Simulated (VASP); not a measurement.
Ir, 1 atom in the cell. Symmetry: Fm-3m, No. 225, cubic system. The conventional cell has a = 3.831 Å, b = 3.831 Å, c = 3.831 Å, α = 90.00°, β = 90.00°, γ = 90.00°. Within 3.6 Å of Ir (site symmetry m-3m) lie 12 Ir at 2.71 Å. 

| Quantity | Value |
| --- | --- |
| Program | VASP 6.6.1 |
| Task | relaxation of cell and atoms |
| Functional | PBEsol |
| Potentials or basis | VASP PAW PBE potentials, release 64 (Ir) |
| Cutoff | 600 eV |
| k mesh | 19 × 19 × 19 |
| Occupations | fermi-dirac, width 0.08 eV |
| Spin | no spin polarisation |
| Dipole correction | no |
| Further INCAR settings | ALGO = Normal; EDIFF = 1e-06; IBRION = 2; EDIFFG = -0.005; NSW = 60; ISIF = 3 |

Potentials or basis: VASP PAW PBE potentials, release 64 (Ir).

Run with:

```console
$ cat potpaw_PBE.64/Ir/POTCAR > POTCAR
$ mpirun -np 1 vasp_std > vasp.out
```

Hardware: 1 thread of Intel Xeon 8259CL (shared host).

**Question.** How long does it take, and how much memory?

**Answer.** Run time: 61 s on 1 thread of Intel Xeon 8259CL, on a shared host, peak memory 0.18 GiB. Counts: scf iterations 23, k points 220, ion steps 3.
